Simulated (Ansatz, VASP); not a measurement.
Two plane-wave programs on Mg

```
Mg
1.0
    -1.76573    1.76573    1.76573
     1.76573   -1.76573    1.76573
     1.76573    1.76573   -1.76573
Mg
1
Direct
  0.00000 0.00000 0.00000
```

Alike in both runs: task single point; functional PBE; k mesh 18 × 18 × 18; occupations gaussian, width 0.05 eV; no spin polarisation.

|  | VASP | Ansatz |
| --- | --- | --- |
| version | VASP 6.6.1 | Ansatz 0.2.0 |
| potentials or method | VASP PAW PBE potentials, release 64 (Mg), cutoff 520 eV | scalar-relativistic, plane waves, PAW |
| valence electrons in the cell | 2 | 10 |

Ansatz gave:

* gap on the k mesh at the Fermi level (eV): none
* pressure (GPa): 1.6

Problem. Which values does VASP return?

Solution. gap on the k mesh at the Fermi level (eV): none; pressure (GPa): 1.4.

A gap of «none» marks a metal or a gap that the smearing closes. VASP's potentials hold 2 valence electrons a cell and Ansatz's 10, so a difference there can come from the potentials and not from the codes.
